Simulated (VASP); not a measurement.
Write the native input for VASP 6.6.1 that does the following.

```yaml
Task: single point
Functional: LDA
Potentials_or_basis: VASP PAW LDA potentials, release 64 (Pt)
Cutoff: 520 eV
k_mesh: 20 × 20 × 20
Occupations: gaussian, width 0.15 eV
Spin: no spin polarisation
Dipole_correction: no
Further_INCAR_settings: ALGO = Normal; EDIFF = 1e-06; NBANDS = 11
```

The structure of Pt lies in POSCAR:

```
Pt
1.0
    0.0000000000      1.9468328700      1.9468328700
    1.9468328700      0.0000000000      1.9468328700
    1.9468328700      1.9468328700      0.0000000000
Pt
1
Direct
    0.0000000000      0.0000000000      0.0000000000
```

The input as run:

INCAR

```
SYSTEM = Pt
PREC = Accurate
ENCUT = 520
EDIFF = 1E-6
ISMEAR = 0
SIGMA = 0.15
LREAL = .False.
LASPH = .True.
NELM = 60
ALGO = Normal
ISIF = 2
LWAVE = .False.
LCHARG = .False.
NBANDS = 11
```

KPOINTS

```
Automatic mesh
0
Gamma
  20 20 20
  0 0 0
```

Potentials or basis: VASP PAW LDA potentials, release 64 (Pt).

Run with:

```bash
$ cat potpaw_LDA.64/Pt/POTCAR > POTCAR
$ mpirun -np 1 vasp_std > vasp.out
```

Results of the run:

The pressure is 0.9 GPa and the band gap on the k mesh is zero (bands 5 and 6 overlap by 2.32 eV).

Caveat: spin-orbit coupling is left out, which moves the levels of the heavy elements.

Wall time 20 s on 1 thread of AMD EPYC 7R13 Processor (Zen 3), on a shared host, peak memory 0.12 GiB.
